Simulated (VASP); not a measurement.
# MgS (P1) in VASP: single point with PBE

Aim: the single point of MgS with PBE.

Everything below comes from runs of VASP 6.6.1. Logs are shortened: lines on timing, memory, paths and dates and some standing lists are left out, and cuts for length are marked.

### 1 The cell of the first run

The typed cell holds 16 atoms: a = 7.358 Å, b = 7.358 Å, c = 7.358 Å, α = 60.00°, β = 60.00°, γ = 60.00°.

### 2 Single point, PBE

INCAR reads:

```
SYSTEM = MgS
PREC     = Accurate       ! precision mode
ENCUT    = 520            ! plane-wave cutoff, eV
EDIFF    = 1E-6           ! SCF threshold, eV
ISMEAR   = -1             ! smearing method
SIGMA    = 0.026          ! smearing width, eV
LREAL    = Auto         
LASPH    = .TRUE.         ! aspherical terms in the spheres
NELM     = 100            ! most SCF steps
ALGO     = Normal         ! electronic algorithm
ISIF     = 2              ! what is computed and relaxed
LWAVE    = .FALSE.        ! write WAVECAR
LCHARG   = .FALSE.        ! write CHGCAR
GGA      = PE             ! functional
NBANDS   = 46             ! bands
```

KPOINTS reads:

```
regular mesh
0
G
  2 2 2
  0 0 0
```

POSCAR reads:

```
MgS
1.0
    0.0000000000      5.2030358740      5.2030358740
    5.2030358740      0.0000000000      5.2030358740
    5.2030358740      5.2030358740      0.0000000000
Mg S
8 8
Direct
   -0.0165521634      0.0032380134      0.0084911004
    0.0090110853     -0.0045825169      0.5034677952
   -0.0083220645      0.4953725214      0.0201390116
    0.0153987022      0.5174010069      0.4816649473
    0.4879029400      0.0079883170     -0.0115802584
    0.4990392269      0.0041564195      0.4905351533
    0.5217558683      0.4924585496     -0.0121891337
    0.4784903584      0.5134739726      0.5181020399
    0.2455743206      0.2533176845      0.2512027654
    0.2512034381      0.2479414963      0.7456882086
    0.2638671985      0.7535076818      0.2349884816
    0.2374499292      0.7478634771      0.7566002994
    0.7670419918      0.2362920475      0.2700777073
    0.7287929762      0.2488870020      0.7589532526
    0.7436567984      0.7466975232      0.2540534088
    0.7724778566      0.7431244169      0.7294739248
```

Potentials or basis: VASP PAW PBE potentials, release 64 (Mg, S).

On the command line:

```
$ cat potpaw_PBE.64/Mg/POTCAR potpaw_PBE.64/S/POTCAR > POTCAR
$ mpirun -np 1 vasp_std > vasp.out
```

OUTCAR:

```text
SYSTEM = MgS
   PREC = Accurate
   ENCUT = 520
   EDIFF = 1E-6
   ISMEAR = -1
   LREAL = Auto
   LASPH = .TRUE.
   NELM = 100
   ISIF = 2
   GGA = PE

 ion  position               nearest neighbor table
   1  0.983  0.003  0.008-  15 2.58  13 2.59  14 2.62  12 2.64  11 2.65  10 2.67   7 3.50   4 3.53
                             6 3.56   2 3.65   5 3.66
   2  0.009  0.995  0.503-  13 2.47  12 2.51  16 2.55   9 2.57  14 2.65  11 2.66   8 3.50   4 3.58
                             6 3.59   3 3.62   1 3.65
   3  0.992  0.495  0.020-  13 2.52   9 2.52  15 2.53  12 2.59  16 2.67  10 2.72   4 3.57   7 3.59
                             2 3.62   5 3.62   8 3.64
   4  0.015  0.517  0.482-  16 2.47  11 2.52   9 2.58  10 2.61  15 2.61  14 2.89   1 3.53   8 3.53
                             3 3.57   2 3.58
   5  0.488  0.008  0.988-  11 2.49  10 2.49  14 2.51   9 2.65  15 2.71  16 2.73   8 3.60   3 3.62
                             6 3.64   1 3.66
   6  0.499  0.004  0.491-   9 2.56  15 2.57  10 2.60  13 2.61  16 2.67  12 2.70   1 3.56   8 3.59
                             2 3.59   5 3.64   7 3.65
   7  0.522  0.492  0.988-  14 2.47  16 2.61  11 2.64   9 2.69  12 2.69  13 2.75   1 3.50   8 3.55
                             3 3.59   6 3.65
   8  0.478  0.513  0.518-  12 2.46  14 2.56  10 2.57  15 2.60  11 2.60  13 2.74   2 3.50   4 3.53
                             7 3.55   6 3.59   5 3.60   3 3.64
   9  0.246  0.253  0.251-   3 2.52   6 2.56   2 2.57   4 2.58   5 2.65   7 2.69
  10  0.251  0.248  0.746-   5 2.49   8 2.57   6 2.60   4 2.61   1 2.67   3 2.72
  11  0.264  0.754  0.235-   5 2.49   4 2.52   8 2.60   7 2.64   1 2.65   2 2.66
  12  0.237  0.748  0.757-   8 2.46   2 2.51   3 2.59   1 2.64   7 2.69   6 2.70
  13  0.767  0.236  0.270-   2 2.47   3 2.52   1 2.59   6 2.61   8 2.74   7 2.75
  14  0.729  0.249  0.759-   7 2.47   5 2.51   8 2.56   1 2.62   2 2.65   4 2.89
  15  0.744  0.747  0.254-   3 2.53   6 2.57   1 2.58   8 2.60   4 2.61   5 2.71
  16  0.772  0.743  0.729-   4 2.47   2 2.55   7 2.61   3 2.67   6 2.67   5 2.73

  LATTYP: Found a face centered cubic cell.
 ALAT       =    10.4060717480

  Lattice vectors:

 A1 = (   0.0000000000,   5.2030358740,   5.2030358740)
 A2 = (   5.2030358740,   0.0000000000,   5.2030358740)
 A3 = (   5.2030358740,   5.2030358740,   0.0000000000)

Analysis of symmetry for initial positions (statically):
=====================================================================
 Subroutine PRICEL returns:
 Original cell was already a primitive cell.

 Routine SETGRP: Setting up the symmetry group for a
 face centered cubic supercell.

 Subroutine GETGRP returns: Found  1 space group operations
 (whereof  1 operations were pure point group operations)
 out of a pool of 48 trial point group operations.

The static configuration has the point symmetry C_1 .

Analysis of symmetry for dynamics (positions and initial velocities):
=====================================================================
 Subroutine PRICEL returns:
 Original cell was already a primitive cell.

 Routine SETGRP: Setting up the symmetry group for a
 face centered cubic supercell.

 Subroutine GETGRP returns: Found  1 space group operations
 (whereof  1 operations were pure point group operations)
 out of a pool of 48 trial point group operations.

The dynamic configuration has the point symmetry C_1 .

 Subroutine INISYM returns: Found  1 space group operations
 (whereof  1 operations are pure point group operations),
 and found     1 'primitive' translations

----------------------------------------------------------------------------------------

                                     Primitive cell

  volume of cell :     281.7088

  direct lattice vectors                    reciprocal lattice vectors
     0.000000000  5.203035874  5.203035874    -0.096097742  0.096097742  0.096097742
     5.203035874  0.000000000  5.203035874     0.096097742 -0.096097742  0.096097742
     5.203035874  5.203035874  0.000000000     0.096097742  0.096097742 -0.096097742

  length of vectors
     7.358203899  7.358203899  7.358203899     0.166446172  0.166446172  0.166446172

  position of ions in fractional coordinates (direct lattice)
     0.983447837  0.003238013  0.008491100
     0.009011085  0.995417483  0.503467795
     0.991677936  0.495372521  0.020139012
     0.015398702  0.517401007  0.481664947
     0.487902940  0.007988317  0.988419742
     0.499039227  0.004156419  0.490535153
[... 8 lines left out ...]
     0.743656798  0.746697523  0.254053409
     0.772477857  0.743124417  0.729473925

  ion indices of the primitive-cell ions
   primitive index   ion index
                 1           1
                 2           2
                 3           3
                 4           4
                 5           5
                 6           6
[... 8 lines left out ...]
                15          15
                16          16

----------------------------------------------------------------------------------------

 KPOINTS: regular mesh

Automatic generation of k-mesh.
 Grid dimensions read from file:
 generate k-points for:    2    2    2

 Generating k-lattice:

  Cartesian coordinates                     Fractional coordinates (reciprocal lattice)
    -0.048048871  0.048048871  0.048048871     0.500000000  0.000000000  0.000000000
     0.048048871 -0.048048871  0.048048871     0.000000000  0.500000000  0.000000000
     0.048048871  0.048048871 -0.048048871     0.000000000  0.000000000  0.500000000

  Length of vectors
     0.083223086  0.083223086  0.083223086

  Shift w.r.t. Gamma in fractional coordinates (k-lattice)
     0.000000000  0.000000000  0.000000000

 Subroutine IBZKPT returns following result:
 ===========================================

 Found      8 irreducible k-points:

 Following reciprocal coordinates:
            Coordinates               Weight
  0.000000  0.000000  0.000000      1.000000
  0.500000  0.000000  0.000000      1.000000
  0.000000  0.500000  0.000000      1.000000
  0.000000  0.000000  0.500000      1.000000
  0.500000  0.500000  0.500000      1.000000
  0.500000  0.500000  0.000000      1.000000
  0.000000  0.500000  0.500000      1.000000
  0.500000  0.000000  0.500000      1.000000
   k-points           NKPTS =      8   k-points in BZ     NKDIM =      8   number of bands    NBANDS=     46
   number of dos      NEDOS =    301   number of ions     NIONS =     16
   total plane-waves  NPLWV = 175616
   dimension x,y,z NGX =    56 NGY =   56 NGZ =   56
   dimension x,y,z NGXF=   112 NGYF=  112 NGZF=  112
   ions per type =               8   8
   NGX,Y,Z   is equivalent  to a cutoff of  12.65, 12.65, 12.65 a.u.
   NGXF,Y,Z  is equivalent  to a cutoff of  25.30, 25.30, 25.30 a.u.
 SYSTEM =  MgS
   PREC   = accura    normal or accurate (medium, high low for compatibility)
   ISTART =      0    job   : 0-new  1-cont  2-samecut
   ICHARG =      2    charge: 1-file 2-atom 10-const
   ISPIN  =      1    spin polarized calculation?
   LNONCOLLINEAR =      F non collinear calculations
   LSORBIT =      F    spin-orbit coupling
   LASPH  =      T    aspherical Exc in radial PAW
   ENCUT  =  520.0 eV  38.22 Ry    6.18 a.u.  13.68 13.68 13.68*2*pi/ulx,y,z
   NELM   =    100;   NELMIN=  2; NELMDL= -5     # of ELM steps
   EDIFF  = 0.1E-05   stopping-criterion for ELM
   LREAL  =      T    real-space projection
   EDIFFG = 0.1E-04   stopping-criterion for IOM
   NSW    =      0    number of steps for IOM
   IBRION =     -1    ionic relax: 0-MD 1-quasi-New 2-CG
   NFREE  =      0    steps in history (QN), initial steepest desc. (CG)
   ISIF   =      2    stress and relaxation
   ISYM   =      2    0-nonsym 1-usesym 2-fastsym
   POTIM  = 0.5000    time-step for ionic-motion
   TEBEG  =    0.0;   TEEND  =   0.0 temperature during run
   PSTRESS=    0.0 pullay stress
   NELECT =      64.0000    total number of electrons
   NUPDOWN=      -1.0000    fix difference up-down
   EMIN   =  10.00;   EMAX   =-10.00  energy-range for DOS
   EFERMI =   0.00;   METHOD = LEGACY
   ISMEAR =    -1;   SIGMA  =   0.03  broadening in eV -4-tet -1-fermi 0-gaus
   EFERMI_NEDOS =   21; number of points for ismear=-14 and -15
   IALGO  =     38    algorithm
   IMIX   =      4    mixing-type and parameters
     AMIX     =   0.40;   BMIX     =  1.00
     AMIX_MAG =   1.60;   BMIX_MAG =  1.00
  volume/ion in A,a.u.               =      17.61       118.82
  Fermi-wavevector in a.u.,A,eV,Ry     =   0.998929  1.887702 13.576701  0.997859
  Thomas-Fermi vector in A             =   2.131185
   LORBIT       =      0    0 simple, 1 ext, 2 COOP (PROOUT), +10 PAW based schemes
   GGA     = PE    functional components
   LHFCALC =     F    Hartree Fock is set to
   AEXX    =    0.0000 exact exchange contribution
   IVDW    =     0    specifies the selected vdW correction
   LEPSILON=     F    determine dielectric tensor
   LRPA    =     F    only Hartree local field effects (RPA)
 non-spin polarized calculation
  energy-cutoff  :      520.00
  volume of cell :      281.71
 maximum number of plane-waves:      7640
 NGX is ok and might be reduce to    56
   NGX = 27   NGY = 27   NGZ = 27

 number of electron      64.0000001 magnetization

 Free energy of the ion-electron system (eV)
  ---------------------------------------------------
  ext. energy  EPLUGINS =         0.00000000
  ---------------------------------------------------
  free energy    TOTEN  =       -67.24248534 eV

  energy without entropy =      -67.24248534  energy(sigma->0) =      -67.24248534

 E-fermi :   4.4079     XC(G=0):  -9.6757

 val. band max:        3.7665380260   @ k =   0.0000   0.0000   0.0000
 cond. band min:       6.5242338857   @ k =   0.0000   0.0000   0.0000
 fundamental gap:      2.7576958596
 Fermi energy:         4.4078604290

 k-point     1 :       0.0000    0.0000    0.0000
  band No.  band energies     occupation
      1      -8.9319      2.00000
      2      -7.6421      2.00000
      3      -7.6281      2.00000
      4      -7.6085      2.00000
      5      -7.6034      2.00000
      6      -7.2469      2.00000
[... 36 lines left out ...]
     43       8.3314      0.00000
     44      10.5965      0.00000
[... 287 lines left out ...]
      3      -7.7321      2.00000
      4      -7.7065      2.00000
      5      -7.6761      2.00000
      6      -7.6378      2.00000
[... 36 lines left out ...]
     43      10.7973      0.00000
     44      11.1062      0.00000
 [bands above 44 left out]

------------------------ aborting loop because EDIFF is reached ----------------------------------------

  FORCE on cell =-STRESS in cart. coord.  units (eV):
  Direction    XX          YY          ZZ          XY          YZ          ZX
  --------------------------------------------------------------------------------------
  -------------------------------------------------------------------------------------
  Total        3.4876329      3.3618067      3.5484534     -0.1215921      0.0500626      0.0199869
  in kB       19.8353968     19.1197787     20.1813045     -0.6915373      0.2847236      0.1136726
  external PRESSURE =      19.7121600 kB  Pullay stress =       0.0000000 kB

 VOLUME and BASIS-vectors are now :
 -----------------------------------------------------------------------------
  energy-cutoff  :      520.00
  volume of cell :      281.71
      direct lattice vectors                 reciprocal lattice vectors
     0.000000000  5.203035874  5.203035874    -0.096097742  0.096097742  0.096097742
     5.203035874  0.000000000  5.203035874     0.096097742 -0.096097742  0.096097742
     5.203035874  5.203035874  0.000000000     0.096097742  0.096097742 -0.096097742

 POSITION                                       TOTAL-FORCE (eV/Angst)
 -----------------------------------------------------------------------------------
      0.06103      5.16109      5.13376        -0.079525     -0.009765      0.203051
      7.79875      2.66645      5.22608         0.108180     -0.004307      0.005687
      2.68222      5.26452      7.73718        -0.293283     -0.308352      0.134802
      5.19818      2.58624      2.77218        -0.229094      0.021283     -0.430212
      5.18435      7.68136      2.58014        -0.095699      0.330525      0.156369
      2.57390      5.14879      2.61814         0.146953      0.242022     -0.041060
[... 8 lines left out ...]
      5.20694      5.19112      7.75437         0.175669     -0.079826      0.149561
      7.66198      7.81471      7.88573         0.545215      0.005936     -0.563370
 -----------------------------------------------------------------------------------
    total drift:                                0.005454      0.003122      0.001011

  FREE ENERGIE OF THE ION-ELECTRON SYSTEM (eV)
  ---------------------------------------------------
  free  energy   TOTEN  =       -67.2424853375 eV

  energy  without entropy=      -67.2424853375  energy(sigma->0) =      -67.24248534
```

It took 93 s on 1 thread of Intel Xeon 6975P-C (Granite Rapids), shared host; peak memory 0.42 GiB.

What came out:

| Quantity | Value |
| --- | --- |
| Free energy | -67.2425 eV |
| Pressure | 2.0 GPa |
| Largest force | 1.033 eV/Å |
| Band gap on the k mesh | 2.76 eV, direct |

Forces in eV/Å, atoms in the order of the input:
```
Mg  -0.080 -0.010  0.203
Mg   0.108 -0.004  0.006
Mg  -0.293 -0.308  0.135
Mg  -0.229  0.021 -0.430
Mg  -0.096  0.331  0.156
Mg   0.147  0.242 -0.041
Mg   0.389  0.008 -0.039
Mg  -0.592  0.044  0.045
S    0.033  0.306  0.229
S    0.009 -0.294 -0.240
S   -0.205  0.024 -0.147
S    0.367  0.276  0.320
S   -0.133 -1.007 -0.186
S   -0.146  0.445  0.403
S    0.176 -0.080  0.150
S    0.545  0.006 -0.563
```

Caveat: the k points lie up to 0.52 Å⁻¹ apart; forces of over 1 eV/Å act on the atoms, so gaps and moduli don't describe the material at rest. As with any semilocal functional, this PBE gap is likely too small.
